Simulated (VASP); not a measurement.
RuC2, 3 atoms in the cell. The structure is tetragonal, space group I4/mmm (No. 139). The conventional cell has a = 2.760 Å, b = 2.760 Å, c = 6.714 Å, α = 90.00°, β = 90.00°, γ = 90.00°. Ru (site symmetry 4/mmm) has 10 C at 2.17 to 2.28 Å and 4 Ru at 2.76 Å within 2.9 Å. C (site symmetry 4mm) has 5 Ru at 2.17 to 2.28 Å and 9 C at 2.19 to 2.76 Å within 2.9 Å. 

| Property | Result |
| --- | --- |
| Program | VASP 6.6.1 |
| Task | single point |
| Functional | PBE |
| Potentials or basis | VASP PAW PBE potentials, release 64 (Ru_pv, C) |
| Cutoff | 520 eV |
| k mesh | 24 × 24 × 24 |
| Occupations | gaussian, width 0.1 eV |
| Spin | no spin polarisation |
| Dipole correction | no |
| Further INCAR settings | ALGO = Normal; EDIFF = 1e-07; NBANDS = 18 |

Potentials or basis: VASP PAW PBE potentials, release 64 (Ru_pv, C).

Command:

```sh
$ cat potpaw_PBE.64/Ru_pv/POTCAR potpaw_PBE.64/C/POTCAR > POTCAR
$ mpirun -np 1 vasp_std > vasp.out
```

Hardware: 1 thread of Intel Xeon 6975P-C, on a shared host.

Question: Estimate the wall time of this run.

Answer: It took 10 min on 1 thread of Intel Xeon 6975P-C (shared host), peak memory 0.56 GiB. Counts: scf iterations 15, k points 1063.
